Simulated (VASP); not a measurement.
# As (P6_3/mmc) in VASP: further runs, part 2 of 2

VASP 6.6.1. Earlier steps stand in the parts before.

## 3. Single point, revPBE

This run uses another cell than the first one, of 19.53 Å³/atom, 1.042 times its volume.

The input, INCAR:

```
PREC = Accurate
ENCUT = 520
EDIFF = 1E-6
ISMEAR = -1
SIGMA = 0.1
LREAL = False
LASPH = True
NELM = 80
ALGO = Normal
ISIF = 2
LWAVE = False
LCHARG = True
GGA = RE
LELF = True
LVHAR = True
NBANDS = 12
```

The input, KPOINTS:

```
regular mesh
0
Gamma
  13 13 8
```

The input, POSCAR:

```
As
1.0
    3.0923350802      0.0000000000      0.0000000000
   -1.5461675401      2.6780407365      0.0000000000
    0.0000000000      0.0000000000      4.7155507160
As
2
Direct
    0.3333333333      0.6666666667      0.2500000000
    0.6666666667      0.3333333333      0.7500000000
```

Potentials or basis: VASP PAW PBE potentials, release 64 (As).

Command:

```
> cat potpaw_PBE.64/As/POTCAR > POTCAR
> mpirun -np 1 vasp_std > vasp.out
```

OUTCAR:

```text
PREC = Accurate
   ENCUT = 520
   EDIFF = 1E-6
   ISMEAR = -1
   LREAL = False
   LASPH = True
   NELM = 80
   ISIF = 2
   GGA = RE

 ion  position               nearest neighbor table
   1  0.333  0.667  0.250-
   2  0.667  0.333  0.750-

  LATTYP: Found a hexagonal cell.
 ALAT       =     3.0923350802
 C/A-ratio  =     1.5249158302

  Lattice vectors:

 A1 = (   3.0923350802,   0.0000000000,   0.0000000000)
 A2 = (  -1.5461675401,   2.6780407365,   0.0000000000)
 A3 = (   0.0000000000,   0.0000000000,   4.7155507160)

Analysis of symmetry for initial positions (statically):
=====================================================================
 Subroutine PRICEL returns:
 Original cell was already a primitive cell.

 Routine SETGRP: Setting up the symmetry group for a
 hexagonal supercell.

 Subroutine GETGRP returns: Found 24 space group operations
 (whereof 12 operations were pure point group operations)
 out of a pool of 24 trial point group operations.

The static configuration has the point symmetry D_3d.
[... 167 lines left out ...]
 val. band max:        6.2831638992   @ k =   0.4615  -0.0000   0.0000
 cond. band min:       6.3116086403   @ k =   0.3077   0.0769   0.1250
 fundamental gap:      0.0284447411
 Fermi energy:         6.2899548484

 k-point     1 :       0.0000    0.0000    0.0000
  band No.  band energies     occupation
      1      -8.6028      2.00000
      2      -3.5939      2.00000
      3      -0.0838      2.00000
      4       9.3822      0.00000
      5       9.3822      0.00000
      6      11.3104      0.00000
      7      11.3104      0.00000
      8      12.8022      0.00000
      9      14.5336      0.00000
     10      17.4821      0.00000
     11      18.0261      0.00000
     12      18.0261      0.00000
[... 331 lines left out ...]
 k-point    24 :       0.1538    0.0000    0.1250
  band No.  band energies     occupation
      1      -8.0489      2.00000
      2      -3.7572      2.00000
      3       1.0694      2.00000
      4       6.4771      0.26681
      5       8.3659      0.00000
      6       9.2531      0.00000
      7      11.2440      0.00000
      8      11.5483      0.00000
      9      14.6856      0.00000
     10      17.5644      0.00000
     11      17.8843      0.00000
     12      18.4645      0.00000

 [... further k-points ...]
[... 5 lines left out ...]
  --------------------------------------------------------------------------------------
  -------------------------------------------------------------------------------------
  Total       -0.0160683     -0.0160683      0.2175562     -0.0000000      0.0000000      0.0000000
  in kB       -0.6592393     -0.6592393      8.9257761     -0.0000000      0.0000000      0.0000000
  external PRESSURE =       2.5357659 kB  Pullay stress =       0.0000000 kB

 VOLUME and BASIS-vectors are now :
 -----------------------------------------------------------------------------
  energy-cutoff  :      520.00
  volume of cell :       39.05
      direct lattice vectors                 reciprocal lattice vectors
     3.092335080  0.000000000  0.000000000     0.323380220  0.186703657  0.000000000
    -1.546167540  2.678040736  0.000000000     0.000000000  0.373407315  0.000000000
     0.000000000  0.000000000  4.715550716     0.000000000  0.000000000  0.212064308

 POSITION                                       TOTAL-FORCE (eV/Angst)
 -----------------------------------------------------------------------------------
     -0.00000      1.78536      1.17889        -0.000000      0.000000      0.000000
      1.54617      0.89268      3.53666         0.000000     -0.000000      0.000000
 -----------------------------------------------------------------------------------
    total drift:                               -0.000000      0.000000      0.000000

  FREE ENERGIE OF THE ION-ELECTRON SYSTEM (eV)
  ---------------------------------------------------
  free  energy   TOTEN  =        -7.6789784765 eV

  energy  without entropy=       -7.6395434083  energy(sigma->0) =       -7.65926094
```

OSZICAR:

```text
N       E                     dE             d eps       ncg     rms          rms(c)
DAV:   1     0.281632022799E+02    0.28163E+02   -0.42969E+03  2520   0.705E+02
DAV:   2    -0.629715762774E+01   -0.34460E+02   -0.33051E+02  3540   0.108E+02
DAV:   3    -0.768518468405E+01   -0.13880E+01   -0.13770E+01  3184   0.224E+01
DAV:   4    -0.769039779629E+01   -0.52131E-02   -0.52113E-02  2820   0.155E+00
DAV:   5    -0.769040486942E+01   -0.70731E-05   -0.70726E-05  3092   0.655E-02    0.264E+00
DAV:   6    -0.768238926186E+01    0.80156E-02   -0.50506E-03  2752   0.381E-01    0.153E+00
DAV:   7    -0.767892590179E+01    0.34634E-02   -0.97540E-03  2680   0.529E-01    0.673E-02
DAV:   8    -0.767897858131E+01   -0.52680E-04   -0.15463E-04  3008   0.884E-02    0.106E-02
DAV:   9    -0.767897847648E+01    0.10483E-06   -0.12780E-06  2304   0.842E-03
   1 F= -.76789785E+01 E0= -.76592609E+01  d E =-.394351E-01
```

stdout:

```text
POSCAR found type information on POSCAR As
 POSCAR found :  1 types and       2 ions
 scaLAPACK will be used
 -----------------------------------------------------------------------------
|                                                                             |
|                                                                             |
|     You enforced a specific xc type in the INCAR file but a different       |
|     I HOPE YOU KNOW WHAT YOU ARE DOING!                                     |
|                                                                             |
 -----------------------------------------------------------------------------

 LDA part: xc-table for (Slater+PW92), standard interpolation
 POSCAR, INCAR and KPOINTS ok, starting setup
 FFT: planning ... GRIDC
 FFT: planning ... GRID_SOFT
 FFT: planning ... GRID
 WAVECAR not read
 entering main loop
```

Wall time 19 s (1 thread of Intel Xeon Platinum 8488C (Sapphire Rapids), shared host); peak memory 0.17 GiB.

What came out:

| Quantity | Value |
| --- | --- |
| Free energy | -7.6790 eV |
| Pressure | 0.3 GPa |
| Band gap on the k mesh | zero (band 5 reaches 10.36 eV, above the bottom of band 6 at 2.97 eV) |

Stress tensor (GPa, compression positive):
```
-0.07  0.00  0.00
 0.00 -0.07  0.00
 0.00  0.00  0.89
```

Caveat: the PAW data sets were made with another functional, which shifts forces and pressure a little.

## 4. Single point, revPBE (volume scaled by 1.04)

The input, INCAR:

```
SYSTEM = As
PREC = Accurate
ENCUT = 520
EDIFF = 1E-6
ISMEAR = -1
SIGMA = 0.1
LREAL = .False.
LASPH = .True.
NELM = 100
ALGO = Normal
ISIF = 2
LWAVE = .False.
LCHARG = .True.
GGA = RE
LELF = .True.
LVHAR = .True.
NBANDS = 12
```

The input, KPOINTS:

```
Automatic mesh
0
Gamma
  13 13 8
  0 0 0
```

The input, POSCAR:

```
As
1.0
    3.1330283663      0.0000000000      0.0000000000
   -1.5665141831      2.7132821560      0.0000000000
    0.0000000000      0.0000000000      4.7776045521
As
2
Direct
    0.3333333333      0.6666666667      0.2500000000
    0.6666666667      0.3333333333      0.7500000000
```

Potentials or basis: VASP PAW PBE potentials, release 64 (As).

Command:

```
> cat potpaw_PBE.64/As/POTCAR > POTCAR
> mpirun -np 1 vasp_std > vasp.out
```

OUTCAR:

```text
SYSTEM = As
   PREC = Accurate
   ENCUT = 520
   EDIFF = 1E-6
   ISMEAR = -1
   LREAL = .False.
   LASPH = .True.
   NELM = 100
   ISIF = 2
   GGA = RE

 ion  position               nearest neighbor table
   1  0.333  0.667  0.250-
   2  0.667  0.333  0.750-

  LATTYP: Found a hexagonal cell.
 ALAT       =     3.1330283663
 C/A-ratio  =     1.5249158302

  Lattice vectors:

 A1 = (   3.1330283663,   0.0000000000,   0.0000000000)
 A2 = (  -1.5665141831,   2.7132821560,   0.0000000000)
 A3 = (   0.0000000000,   0.0000000000,   4.7776045521)

Analysis of symmetry for initial positions (statically):
=====================================================================
 Subroutine PRICEL returns:
 Original cell was already a primitive cell.

 Routine SETGRP: Setting up the symmetry group for a
 hexagonal supercell.

 Subroutine GETGRP returns: Found 24 space group operations
 (whereof 12 operations were pure point group operations)
 out of a pool of 24 trial point group operations.

The static configuration has the point symmetry D_3d.
 The point group associated with its full space group is D_6h.

Analysis of symmetry for dynamics (positions and initial velocities):
=====================================================================
 Subroutine PRICEL returns:
 Original cell was already a primitive cell.

 Routine SETGRP: Setting up the symmetry group for a
 hexagonal supercell.

 Subroutine GETGRP returns: Found 24 space group operations
 (whereof 12 operations were pure point group operations)
 out of a pool of 24 trial point group operations.

The dynamic configuration has the point symmetry D_3d.
 The point group associated with its full space group is D_6h.

 Subroutine INISYM returns: Found 24 space group operations
 (whereof 12 operations are pure point group operations),
 and found     1 'primitive' translations

----------------------------------------------------------------------------------------

                                     Primitive cell

  volume of cell :      40.6134

  direct lattice vectors                    reciprocal lattice vectors
     3.133028366  0.000000000  0.000000000     0.319180002  0.184278660  0.000000000
    -1.566514183  2.713282156  0.000000000     0.000000000  0.368557320  0.000000000
     0.000000000  0.000000000  4.777604552     0.000000000  0.000000000  0.209309914

  length of vectors
     3.133028366  3.133028366  4.777604552     0.368557320  0.368557320  0.209309914

  position of ions in fractional coordinates (direct lattice)
     0.333333333  0.666666667  0.250000000
     0.666666667  0.333333333  0.750000000

  ion indices of the primitive-cell ions
   primitive index   ion index
                 1           1
                 2           2

----------------------------------------------------------------------------------------

 KPOINTS: Automatic mesh

Automatic generation of k-mesh.
 Grid dimensions read from file:
 generate k-points for:   13   13    8

 Generating k-lattice:

  Cartesian coordinates                     Fractional coordinates (reciprocal lattice)
     0.024552308  0.014175282  0.000000000     0.076923077  0.000000000  0.000000000
     0.000000000  0.028350563  0.000000000     0.000000000  0.076923077  0.000000000
     0.000000000  0.000000000  0.026163739     0.000000000  0.000000000  0.125000000

  Length of vectors
     0.028350563  0.028350563  0.026163739

  Shift w.r.t. Gamma in fractional coordinates (k-lattice)
     0.000000000  0.000000000  0.000000000

 Subroutine IBZKPT returns following result:
 ===========================================

 Found    105 irreducible k-points:

 Following reciprocal coordinates:
            Coordinates               Weight
  0.000000  0.000000  0.000000      1.000000
  0.076923 -0.000000  0.000000      6.000000
  0.153846 -0.000000  0.000000      6.000000
  0.230769 -0.000000  0.000000      6.000000
  0.307692 -0.000000  0.000000      6.000000
  0.384615 -0.000000  0.000000      6.000000
[... 16 lines left out ...]
  0.076923 -0.000000  0.125000     12.000000
  0.153846 -0.000000  0.125000     12.000000
 [... further k-points ...]
   k-points           NKPTS =    105   k-points in BZ     NKDIM =    105   number of bands    NBANDS=     12
   number of dos      NEDOS =    301   number of ions     NIONS =      2
   total plane-waves  NPLWV =  20736
   dimension x,y,z NGX =    24 NGY =   24 NGZ =   36
   dimension x,y,z NGXF=    48 NGYF=   48 NGZF=   72
   ions per type =               2
   NGX,Y,Z   is equivalent  to a cutoff of  12.73, 12.73, 12.53 a.u.
   NGXF,Y,Z  is equivalent  to a cutoff of  25.47, 25.47, 25.05 a.u.
 SYSTEM =  As
   PREC   = accura    normal or accurate (medium, high low for compatibility)
   ISTART =      0    job   : 0-new  1-cont  2-samecut
   ICHARG =      2    charge: 1-file 2-atom 10-const
   ISPIN  =      1    spin polarized calculation?
   LNONCOLLINEAR =      F non collinear calculations
   LSORBIT =      F    spin-orbit coupling
   LASPH  =      T    aspherical Exc in radial PAW
   ENCUT  =  520.0 eV  38.22 Ry    6.18 a.u.   5.83  5.83  8.88*2*pi/ulx,y,z
   NELM   =    100;   NELMIN=  2; NELMDL= -5     # of ELM steps
   EDIFF  = 0.1E-05   stopping-criterion for ELM
   LREAL  =      F    real-space projection
[... 7 lines left out ...]
   TEBEG  =    0.0;   TEEND  =   0.0 temperature during run
   PSTRESS=    0.0 pullay stress
   NELECT =      10.0000    total number of electrons
   NUPDOWN=      -1.0000    fix difference up-down
   EMIN   =  10.00;   EMAX   =-10.00  energy-range for DOS
   EFERMI =   0.00;   METHOD = LEGACY
   ISMEAR =    -1;   SIGMA  =   0.10  broadening in eV -4-tet -1-fermi 0-gaus
   EFERMI_NEDOS =   21; number of points for ismear=-14 and -15
   IALGO  =     38    algorithm
   IMIX   =      4    mixing-type and parameters
     AMIX     =   0.40;   BMIX     =  1.00
     AMIX_MAG =   1.60;   BMIX_MAG =  1.00
  volume/ion in A,a.u.               =      20.31       137.04
  Fermi-wavevector in a.u.,A,eV,Ry     =   1.026089  1.939027 14.325009  1.052858
  Thomas-Fermi vector in A             =   2.159963
   LORBIT       =      0    0 simple, 1 ext, 2 COOP (PROOUT), +10 PAW based schemes
   GGA     = RE    functional components
   LHFCALC =     F    Hartree Fock is set to
   AEXX    =    0.0000 exact exchange contribution
   IVDW    =     0    specifies the selected vdW correction
   LEPSILON=     F    determine dielectric tensor
   LRPA    =     F    only Hartree local field effects (RPA)
 non-spin polarized calculation
  energy-cutoff  :      520.00
  volume of cell :       40.61
 maximum number of plane-waves:      1106
 NGX is ok and might be reduce to    24
   NGX = 11   NGY = 11   NGZ = 17

 number of electron      10.0000002 magnetization

 Free energy of the ion-electron system (eV)
  ---------------------------------------------------
  ext. energy  EPLUGINS =         0.00000000
  ---------------------------------------------------
  free energy    TOTEN  =        -7.66767738 eV

  energy without entropy =       -7.62682553  energy(sigma->0) =       -7.64725146

 E-fermi :   5.8597     XC(G=0): -10.4657

 val. band max:        5.8549364922   @ k =   0.4615  -0.0000   0.0000
 cond. band min:       5.8940576650   @ k =   0.3077   0.0769   0.1250
 fundamental gap:      0.0391211728
 Fermi energy:         5.8597076592

 k-point     1 :       0.0000    0.0000    0.0000
  band No.  band energies     occupation
      1      -8.6972      2.00000
      2      -3.9679      2.00000
      3      -0.2459      2.00000
      4       8.7926      0.00000
      5       8.7926      0.00000
      6      10.6303      0.00000
      7      10.6303      0.00000
      8      12.0200      0.00000
      9      13.9168      0.00000
     10      16.8609      0.00000
     11      17.4305      0.00000
     12      17.4305      0.00000

 k-point     2 :       0.0769   -0.0000    0.0000
  band No.  band energies     occupation
      1      -8.5875      2.00000
      2      -3.8826      2.00000
      3      -0.1324      2.00000
      4       7.8139      0.00000
      5       8.4502      0.00000
      6      10.1274      0.00000
      7      10.7241      0.00000
      8      11.8061      0.00000
      9      14.5602      0.00000
     10      16.2021      0.00000
     11      17.5941      0.00000
     12      18.3287      0.00000
[... 316 lines left out ...]
 k-point    24 :       0.1538   -0.0000    0.1250
  band No.  band energies     occupation
      1      -8.1647      2.00000
      2      -4.0981      2.00000
      3       0.8272      2.00000
      4       6.0371      0.29001
      5       7.8413      0.00000
      6       8.6263      0.00000
      7      10.5510      0.00000
      8      10.8670      0.00000
      9      14.1723      0.00000
     10      16.9248      0.00000
     11      17.2407      0.00000
     12      17.8932      0.00000

 [... further k-points ...]
[... 5 lines left out ...]
  --------------------------------------------------------------------------------------
  -------------------------------------------------------------------------------------
  Total       -0.7040647     -0.7040647     -0.4926409     -0.0000000      0.0000000      0.0000000
  in kB      -27.7749733    -27.7749733    -19.4344198     -0.0000000      0.0000000      0.0000000
  external PRESSURE =     -24.9947888 kB  Pullay stress =       0.0000000 kB

 VOLUME and BASIS-vectors are now :
 -----------------------------------------------------------------------------
  energy-cutoff  :      520.00
  volume of cell :       40.61
      direct lattice vectors                 reciprocal lattice vectors
     3.133028366  0.000000000  0.000000000     0.319180002  0.184278660  0.000000000
    -1.566514183  2.713282156  0.000000000     0.000000000  0.368557320  0.000000000
     0.000000000  0.000000000  4.777604552     0.000000000  0.000000000  0.209309914

 POSITION                                       TOTAL-FORCE (eV/Angst)
 -----------------------------------------------------------------------------------
     -0.00000      1.80885      1.19440         0.000000     -0.000000      0.000000
      1.56651      0.90443      3.58320        -0.000000      0.000000      0.000000
 -----------------------------------------------------------------------------------
    total drift:                                0.000000     -0.000000      0.000000

  FREE ENERGIE OF THE ION-ELECTRON SYSTEM (eV)
  ---------------------------------------------------
  free  energy   TOTEN  =        -7.6676773822 eV

  energy  without entropy=       -7.6268255318  energy(sigma->0) =       -7.64725146
```

stdout:

```text
POSCAR found type information on POSCAR As
 POSCAR found :  1 types and       2 ions
 scaLAPACK will be used
 -----------------------------------------------------------------------------
|                                                                             |
|                                                                             |
|     You enforced a specific xc type in the INCAR file but a different       |
|     I HOPE YOU KNOW WHAT YOU ARE DOING!                                     |
|                                                                             |
 -----------------------------------------------------------------------------

 LDA part: xc-table for (Slater+PW92), standard interpolation
 POSCAR, INCAR and KPOINTS ok, starting setup
 FFT: planning ... GRIDC
 FFT: planning ... GRID_SOFT
 FFT: planning ... GRID
 WAVECAR not read
 entering main loop
```

Wall time 18 s (1 thread of Intel Xeon Platinum 8488C (Sapphire Rapids), shared host); peak memory 0.18 GiB.

What came out:

* Free energy: -7.6677 eV
* Pressure: -2.5 GPa
* Band gap on the k mesh: zero (band 5 reaches 9.71 eV, above the bottom of band 6 at 2.71 eV)

Stress tensor (GPa, compression positive):
```
-2.78  0.00  0.00
 0.00 -2.78  0.00
 0.00  0.00 -1.94
```

Caveat: the cell differs from its parent crystal (volume scaled by 1.04); the PAW data sets were made with another functional, which shifts forces and pressure a little.

## 5. Summary

| cell | gap on the mesh (eV) | pressure (GPa) |
| --- | --- | --- |
| a = 3.051, b = 3.051, c = 4.652 Å, angles 90.0, 90.0, 120.0°, 2 atoms | none | 3.7 |
| a = 3.092, b = 3.092, c = 4.716 Å, angles 90.0, 90.0, 120.0°, 2 atoms | none | 0.3 |
| a = 3.133, b = 3.133, c = 4.778 Å, angles 90.0, 90.0, 120.0°, 2 atoms | none | -2.5 |

Alike in all rows: task single point; level revPBE; potentials or basis VASP PAW PBE potentials, release 64 (As); no spin polarisation; k mesh 13 × 13 × 8; cutoff (eV) 520; smearing fermi-dirac 0.1 eV.

Caveats: the PAW data sets were made with another functional, which shifts forces and pressure a little.

Total energies depend on the potentials used, so only differences within one code and one set of settings carry meaning.
